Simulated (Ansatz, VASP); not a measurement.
## Ga: VASP beside Ansatz

File POSCAR:

```
Ga
1.0
    0.0000000000      2.1601210908      2.1601210908
    2.1601210908      0.0000000000      2.1601210908
    2.1601210908      2.1601210908      0.0000000000
Ga
1
Direct
    0.0000000000      0.0000000000      0.0000000000
```

File INCAR.step1:

```
  PREC = Accurate
  ENCUT = 600
  ISMEAR = 0
  SIGMA = 0.1
  LREAL = F
  LASPH = T
  NELM = 80
  GGA = PE
  ALGO = Normal
  EDIFF = 1E-4
  LWAVE = T
  LCHARG = F
```

The input INCAR.step2:

```
  PREC = Accurate
  ENCUT = 600
  EDIFF = 1E-6
  ISMEAR = 0
  SIGMA = 0.1
  LREAL = F
  LASPH = T
  NELM = 80
  ALGO = Normal
  ISIF = 3
  LWAVE = F
  LCHARG = F
  METAGGA = R2SCAN
  LMIXTAU = T
  IBRION = 2
  NSW = 90
  EDIFFG = -0.04
  ISTART = 1
```

Contents of KPOINTS:

```
Automatic mesh
0
Gamma
  6 6 6
```

Input for Ansatz:

```yaml
crystal:
  lattice:
    - [0.0, 2.1601210908, 2.1601210908]
    - [2.1601210908, 0.0, 2.1601210908]
    - [2.1601210908, 2.1601210908, 0.0]
  atoms:
    - { symbol: Ga, position: [0.0, 0.0, 0.0] }
basis:
  ecutwfc: 500
kpoints:
  mp_grid: { grid: [6, 6, 6] }
hamiltonian:
  xc: r2scan
scf:
  occupations: { method: gaussian, width: 0.1 }
  lower_state_search: "off"
output:
  forces: true
  stress: true
  eigenvalues: true
relax:
  adjacent_minimum: "off"
  f_tol: 0.04
  max_steps: 70
  cell: { stress_tol: 0.4 }
```

Alike in both runs: task relaxation of cell and atoms; functional r2SCAN; k mesh 6 × 6 × 6; occupations gaussian, width 0.1 eV; no spin polarisation.

|  | VASP | Ansatz |
| --- | --- | --- |
| version | VASP 6.6.1 | Ansatz 0.2.0 |
| potentials or method | VASP PAW PBE potentials, release 64 (Ga_d), cutoff 600 eV | scalar-relativistic, plane waves, PAW |
| valence electrons in the cell | 13 | 13 |

|  | VASP | Ansatz | Ansatz less VASP |
| --- | --- | --- | --- |
| gap on the k mesh at the Fermi level, each at its own relaxed structure (eV) | none | none | - |
| relaxed volume (Å³/atom) | 17.36 | 17.44 | +0.075 |
| relaxed cell length with the largest relative difference (Å) | 2.907 | 2.911 | +0.0042 |

VASP's potentials were made for PBE, not for r2SCAN. A gap of «none» marks a metal or a gap that the smearing closes.

The k mesh is coarse, so the values compare programs but aren't converged.
